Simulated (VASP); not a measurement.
# ZrC (Fm-3m) in VASP: a series of runs

The runs below take ZrC through electric field gradients, with r2SCAN.

Program: VASP 6.6.1. These are calculated values, not measurements. Logs are shortened: lines on timing, memory, paths and dates and some standing lists are left out, and cuts for length are marked.

## 1. The cell of the first run

It takes space group Fm-3m (No. 225, cubic). The conventional cell has a = 4.391 Å, b = 4.391 Å, c = 4.391 Å, α = 90.00°, β = 90.00°, γ = 90.00°. Within 2.9 Å of Zr (site symmetry m-3m) lie 6 C at 2.20 Å. Within 2.9 Å of C (site symmetry m-3m) lie 6 Zr at 2.20 Å.

## 2. Electric field gradients, r2SCAN (volume scaled by 0.8)

Input file POSCAR:

```
ZrC
1.0
    0.0000000000      2.1954715183      2.1954715183
    2.1954715183      0.0000000000      2.1954715183
    2.1954715183      2.1954715183      0.0000000000
Zr C
1 1
Direct
    0.5000000000      0.5000000000      0.5000000000
    0.0000000000      0.0000000000      0.0000000000
```

Input file INCAR.step1:

```
SYSTEM = ZrC
PREC     = Accurate       ! precision mode
ENCUT    = 520            ! plane-wave cutoff, eV
ISMEAR   = -1             ! smearing method
SIGMA    = 0.05           ! smearing width, eV
LREAL    = .False.        ! projectors in reciprocal space
LASPH    = .True.         ! aspherical terms in the spheres
NELM     = 80             ! most SCF steps
NBANDS   = 15             ! bands
GGA      = PE             ! functional
ALGO     = Normal         ! electronic algorithm
EDIFF    = 1E-4           ! SCF threshold, eV
LWAVE    = .True.         ! write WAVECAR
LCHARG   = .False.        ! write CHGCAR
```

Input file INCAR.step2:

```
SYSTEM = ZrC
PREC     = Accurate       ! precision mode
ENCUT    = 520            ! plane-wave cutoff, eV
EDIFF    = 1E-8           ! SCF threshold, eV
ISMEAR   = -1             ! smearing method
SIGMA    = 0.05           ! smearing width, eV
LREAL    = .False.        ! projectors in reciprocal space
LASPH    = .True.         ! aspherical terms in the spheres
NELM     = 80             ! most SCF steps
ALGO     = Normal         ! electronic algorithm
ISIF     = 2              ! what is computed and relaxed
LWAVE    = .False.        ! write WAVECAR
LCHARG   = .False.        ! write CHGCAR
METAGGA  = R2SCAN         ! meta-GGA
LMIXTAU  = .True.       
LEFG     = .True.       
NBANDS   = 15             ! bands
ISTART   = 1
```

Input file KPOINTS:

```
regular mesh
0
Gamma
  13 13 13
  0 0 0
```

Potentials or basis: VASP PAW PBE potentials, release 64 (Zr_sv, C).

Launch:

```console
> cat potpaw_PBE.64/Zr_sv/POTCAR potpaw_PBE.64/C/POTCAR > POTCAR
> cp INCAR.step1 INCAR
> mpirun -np 1 vasp_std > vasp.out
> cp INCAR.step2 INCAR
> mpirun -np 1 vasp_std > vasp.out
```

OUTCAR:

```text
SYSTEM = ZrC
   PREC = Accurate
   ENCUT = 520
   EDIFF = 1E-8
   ISMEAR = -1
   LREAL = .False.
   LASPH = .True.
   NELM = 80
   ISIF = 2
   METAGGA = R2SCAN
   ISTART = 1

 ion  position               nearest neighbor table
   1  0.500  0.500  0.500-   2 2.20   2 2.20   2 2.20   2 2.20   2 2.20   2 2.20
   2  0.000  0.000  0.000-   1 2.20   1 2.20   1 2.20   1 2.20   1 2.20   1 2.20

  LATTYP: Found a face centered cubic cell.
 ALAT       =     4.3909430366

  Lattice vectors:

 A1 = (   0.0000000000,   2.1954715183,   2.1954715183)
 A2 = (   2.1954715183,   0.0000000000,   2.1954715183)
 A3 = (   2.1954715183,   2.1954715183,   0.0000000000)

Analysis of symmetry for initial positions (statically):
=====================================================================
 Subroutine PRICEL returns:
 Original cell was already a primitive cell.

 Routine SETGRP: Setting up the symmetry group for a
 face centered cubic supercell.

 Subroutine GETGRP returns: Found 48 space group operations
 (whereof 48 operations were pure point group operations)
 out of a pool of 48 trial point group operations.

The static configuration has the point symmetry O_h .

Analysis of symmetry for dynamics (positions and initial velocities):
=====================================================================
 Subroutine PRICEL returns:
 Original cell was already a primitive cell.

 Routine SETGRP: Setting up the symmetry group for a
 face centered cubic supercell.

 Subroutine GETGRP returns: Found 48 space group operations
 (whereof 48 operations were pure point group operations)
 out of a pool of 48 trial point group operations.

The dynamic configuration has the point symmetry O_h .

 Subroutine INISYM returns: Found 48 space group operations
 (whereof 48 operations are pure point group operations),
 and found     1 'primitive' translations

----------------------------------------------------------------------------------------

                                     Primitive cell

  volume of cell :      21.1648

  direct lattice vectors                    reciprocal lattice vectors
     0.000000000  2.195471518  2.195471518    -0.227741511  0.227741511  0.227741511
     2.195471518  0.000000000  2.195471518     0.227741511 -0.227741511  0.227741511
     2.195471518  2.195471518  0.000000000     0.227741511  0.227741511 -0.227741511

  length of vectors
     3.104865597  3.104865597  3.104865597     0.394459867  0.394459867  0.394459867
[... 129 lines left out ...]

 val. band max:       12.2237456591   @ k =   0.3846   0.3846   0.0000
 cond. band min:      12.2801200979   @ k =   0.0769   0.0000   0.0000
 fundamental gap:      0.0563744388
 Fermi energy:        12.2607901428

 k-point     1 :       0.0000    0.0000    0.0000
  band No.  band energies     occupation
      1     -36.9036      2.00000
      2     -13.6716      2.00000
      3     -13.6716      2.00000
      4     -13.6716      2.00000
      5      -0.4900      2.00000
      6      13.1444      0.00000
      7      13.1444      0.00000
      8      13.1444      0.00000
      9      13.5266      0.00000
     10      13.5266      0.00000
     11      13.5266      0.00000
     12      15.7677      0.00000
     13      15.7677      0.00000
     14      22.7303      0.00000
[... 401 lines left out ...]
      2     -15.2349      2.00000
      3     -14.0152      2.00000
      4     -13.9199      2.00000
      5       2.5663      2.00000
      6       7.0158      2.00000
      7       8.9982      2.00000
      8       9.1757      2.00000
      9      15.2409      0.00000
     10      18.4780      0.00000
     11      19.1621      0.00000
     12      22.3496      0.00000
     13      22.8013      0.00000
     14      25.6078      0.00000
     15      28.9222      0.00000

 [... further k-points ...]
[... 5 lines left out ...]
  --------------------------------------------------------------------------------------
  -------------------------------------------------------------------------------------
  Total        9.7954271      9.7954271      9.7954271     -0.0000000     -0.0000000     -0.0000000
  in kB      741.5160252    741.5160252    741.5160252     -0.0000000     -0.0000000     -0.0000000
  external PRESSURE =     741.5160252 kB  Pullay stress =       0.0000000 kB

 VOLUME and BASIS-vectors are now :
 -----------------------------------------------------------------------------
  energy-cutoff  :      520.00
  volume of cell :       21.16
      direct lattice vectors                 reciprocal lattice vectors
     0.000000000  2.195471518  2.195471518    -0.227741511  0.227741511  0.227741511
     2.195471518  0.000000000  2.195471518     0.227741511 -0.227741511  0.227741511
     2.195471518  2.195471518  0.000000000     0.227741511  0.227741511 -0.227741511

 POSITION                                       TOTAL-FORCE (eV/Angst)
 -----------------------------------------------------------------------------------
      2.19547      2.19547      2.19547        -0.000000     -0.000000     -0.000000
      0.00000      0.00000      0.00000         0.000000      0.000000      0.000000
 -----------------------------------------------------------------------------------
    total drift:                                0.000000     -0.000000      0.000000

  FREE ENERGIE OF THE ION-ELECTRON SYSTEM (eV)
  ---------------------------------------------------
  free  energy   TOTEN  =       -33.7500192537 eV

  energy  without entropy=      -33.7472645722  energy(sigma->0) =      -33.74864191

 Electric field gradients (V/A^2)
---------------------------------------------------------------------
 ion       V_xx      V_yy      V_zz      V_xy      V_xz      V_yz
---------------------------------------------------------------------
   1       0.000    -0.000     0.000     0.000     0.000     0.000
   2       0.000    -0.000    -0.000     0.000     0.000     0.000
---------------------------------------------------------------------

 Electric field gradients after diagonalization (V/A^2)
 (convention: |V_zz| > |V_xx| > |V_yy|)
----------------------------------------------------------------------
 ion       V_xx      V_yy      V_zz     asymmetry (V_yy - V_xx)/ V_zz
----------------------------------------------------------------------
   1      -0.000    -0.000     0.000       0.000
   2      -0.000    -0.000     0.000       0.000
----------------------------------------------------------------------

           NMR quadrupolar parameters

 Cq : quadrupolar parameter    Cq=e*Q*V_zz/h
 eta: asymmetry parameters     (V_yy - V_xx)/ V_zz
 Q  : nuclear electric quadrupole moment in mb (millibarn)
----------------------------------------------------------------------
 ion       Cq(MHz)       eta       Q (mb)
----------------------------------------------------------------------
   1       0.000       0.000       1.000
   2       0.000       0.000       1.000
----------------------------------------------------------------------
```

OUTCAR.step1:

```text
SYSTEM = ZrC
   PREC = Accurate
   ENCUT = 520
   ISMEAR = -1
   LREAL = .False.
   LASPH = .True.
[... 652 lines left out ...]
      2.19547      2.19547      2.19547        -0.000000     -0.000000     -0.000000
      0.00000      0.00000      0.00000         0.000000      0.000000      0.000000
 -----------------------------------------------------------------------------------
    total drift:                                0.000000     -0.000000      0.000000

  FREE ENERGIE OF THE ION-ELECTRON SYSTEM (eV)
  ---------------------------------------------------
  free  energy   TOTEN  =       -18.5324759951 eV

  energy  without entropy=      -18.5295015352  energy(sigma->0) =      -18.53098877
```

Wall time 71 s (1 thread of Intel Xeon Platinum 8375C at 2.90GHz (Ice Lake), shared host); peak memory 0.16 GiB.

What came out:

```yaml
Free_energy: -33.7500 eV
Pressure: 74.2 GPa
Band_gap_on_the_k_mesh: zero (band 8 reaches 13.14 eV, above the bottom of band 9 at 11.76 eV)
```

Levels at points of the mesh, in eV from the Fermi level:
```csv
k point,band 6,band 7,band 8,band 9,band 10,band 11
"(0.00, 0.00, 0.00)",0.88,0.88,0.88,1.27,1.27,1.27
```

Caveat: the cell differs from its parent crystal (volume scaled by 0.8); without QUAD_EFG the Cq values of the log hold for a quadrupole moment of 1 mb, not for the nuclei; the PAW data sets were made with another functional, which shifts forces and pressure a little.

## 3. Electric field gradients, r2SCAN

This run uses another cell than the first one, of 13.23 Å³/atom, 1.250 times its volume.

Input file POSCAR:

```
ZrC
1.0
    0.0000000000      2.3650000000      2.3650000000
    2.3650000000      0.0000000000      2.3650000000
    2.3650000000      2.3650000000      0.0000000000
Zr C
1 1
Direct
    0.5000000000      0.5000000000      0.5000000000
    0.0000000000      0.0000000000      0.0000000000
```

Input file INCAR.step1:

```
SYSTEM = ZrC
ALGO     = Normal         ! electronic algorithm
EDIFF    = 1E-4           ! SCF threshold, eV
ENCUT    = 520            ! plane-wave cutoff, eV
GGA      = PE             ! functional
ISMEAR   = -1             ! smearing method
LASPH    = .True.         ! aspherical terms in the spheres
LCHARG   = .False.        ! write CHGCAR
LREAL    = .False.        ! projectors in reciprocal space
LWAVE    = .True.         ! write WAVECAR
NBANDS   = 15             ! bands
NELM     = 80             ! most SCF steps
PREC     = Accurate       ! precision mode
SIGMA    = 0.05           ! smearing width, eV
```

Input file INCAR.step2:

```
SYSTEM = ZrC
ALGO     = Normal         ! electronic algorithm
EDIFF    = 1E-8           ! SCF threshold, eV
ENCUT    = 520            ! plane-wave cutoff, eV
ISIF     = 2              ! what is computed and relaxed
ISMEAR   = -1             ! smearing method
ISTART   = 1            
LASPH    = .True.         ! aspherical terms in the spheres
LCHARG   = .False.        ! write CHGCAR
LEFG     = .True.       
LMIXTAU  = .True.       
LREAL    = .False.        ! projectors in reciprocal space
LWAVE    = .False.        ! write WAVECAR
METAGGA  = R2SCAN         ! meta-GGA
NBANDS   = 15             ! bands
NELM     = 80             ! most SCF steps
PREC     = Accurate       ! precision mode
SIGMA    = 0.05           ! smearing width, eV
```

Input file KPOINTS:

```
k-points
0
Gamma
  13 13 13
  0 0 0
```

Potentials or basis: VASP PAW PBE potentials, release 64 (Zr_sv, C).

Launch:

```console
> cat potpaw_PBE.64/Zr_sv/POTCAR potpaw_PBE.64/C/POTCAR > POTCAR
> cp INCAR.step1 INCAR
> mpirun -np 1 vasp_std > vasp.out
> cp INCAR.step2 INCAR
> mpirun -np 1 vasp_std > vasp.out
```

OUTCAR:

```text
SYSTEM = ZrC
   EDIFF = 1E-8
   ENCUT = 520
   ISIF = 2
   ISMEAR = -1
   ISTART = 1
   LASPH = .True.
   LREAL = .False.
   METAGGA = R2SCAN
   NELM = 80
   PREC = Accurate

 ion  position               nearest neighbor table
   1  0.500  0.500  0.500-   2 2.37   2 2.37   2 2.37   2 2.37   2 2.37   2 2.37
   2  0.000  0.000  0.000-   1 2.37   1 2.37   1 2.37   1 2.37   1 2.37   1 2.37

  LATTYP: Found a face centered cubic cell.
 ALAT       =     4.7300000000

  Lattice vectors:

 A1 = (   0.0000000000,   2.3650000000,   2.3650000000)
 A2 = (   2.3650000000,   0.0000000000,   2.3650000000)
 A3 = (   2.3650000000,   2.3650000000,   0.0000000000)
[... 644 lines left out ...]
  free  energy   TOTEN  =       -34.7235669115 eV

  energy  without entropy=      -34.7214493899  energy(sigma->0) =      -34.72250815

 Electric field gradients (V/A^2)
---------------------------------------------------------------------
 ion       V_xx      V_yy      V_zz      V_xy      V_xz      V_yz
---------------------------------------------------------------------
   1       0.000    -0.000     0.000    -0.000    -0.000    -0.000
   2      -0.000     0.000     0.000    -0.000    -0.000    -0.000
---------------------------------------------------------------------

 Electric field gradients after diagonalization (V/A^2)
 (convention: |V_zz| > |V_xx| > |V_yy|)
----------------------------------------------------------------------
 ion       V_xx      V_yy      V_zz     asymmetry (V_yy - V_xx)/ V_zz
----------------------------------------------------------------------
   1       0.000     0.000    -0.000       0.000
   2       0.000     0.000    -0.000       0.000
----------------------------------------------------------------------

           NMR quadrupolar parameters

 Cq : quadrupolar parameter    Cq=e*Q*V_zz/h
 eta: asymmetry parameters     (V_yy - V_xx)/ V_zz
 Q  : nuclear electric quadrupole moment in mb (millibarn)
----------------------------------------------------------------------
 ion       Cq(MHz)       eta       Q (mb)
----------------------------------------------------------------------
   1      -0.000       0.000       1.000
   2      -0.000       0.000       1.000
----------------------------------------------------------------------
```

It took 2.7 min on 1 thread of Intel Xeon Platinum 8375C at 2.90GHz (Ice Lake), shared host; peak memory 0.19 GiB.

Results:

* Free energy: -34.7236 eV
* Pressure: -2.4 GPa
* Band gap on the k mesh: zero (band 8 reaches 10.35 eV, above the bottom of band 9 at 9.08 eV)

Levels at points of the mesh, in eV from the Fermi level:
```csv
k point,band 6,band 7,band 8,band 9,band 10,band 11
"(0.00, 0.00, 0.00)",0.88,0.88,0.88,1.27,1.27,1.27
```

Caveat: without QUAD_EFG the Cq values of the log hold for a quadrupole moment of 1 mb, not for the nuclei; the PAW data sets were made with another functional, which shifts forces and pressure a little.

(Continued in part 2 of 2.)
